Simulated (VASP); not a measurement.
A run of VASP 6.6.1:

The input INCAR:

```
PREC = Accurate ; ENCUT = 600
EDIFF = 1E-6 ; ISMEAR = 0
SIGMA = 0.1 ; LREAL = False
LASPH = True ; NELM = 80
ALGO = Normal ; ISIF = 3
LWAVE = False ; LCHARG = False
GGA = PE ; IVDW = 12
IBRION = 2 ; NSW = 70
EDIFFG = -0.005
```

KPOINTS

```
regular mesh
0
Gamma
  18 18 8
```

POSCAR

```
HfN
1.0
    3.1593699056      0.0000000000      0.0000000000
   -1.5796849528      2.7360945982      0.0000000000
    0.0000000000      0.0000000000      5.4508227252
Hf N
2 2
Direct
    0.6666666667      0.3333333333      0.7500000000
    0.3333333333      0.6666666667      0.2500000000
    0.0000000000      0.0000000000      0.0000000000
    0.0000000000      0.0000000000      0.5000000000
```

Potentials or basis: VASP PAW PBE potentials, release 64 (Hf_pv, N).

Command:

```console
$ cat potpaw_PBE.64/Hf_pv/POTCAR potpaw_PBE.64/N/POTCAR > POTCAR
$ mpirun -np 1 vasp_std > vasp.out
```

Hardware: 1 thread of AMD EPYC 9R45 96-Core Processor (Zen 5), with other jobs on the host.

Estimate the wall time of this run.

Run time: 4.8 min on 1 thread of AMD EPYC 9R45 96-Core Processor (Zen 5), on a shared host, peak memory 0.31 GiB. Counts: scf iterations 42, k points 185, ion steps 5.
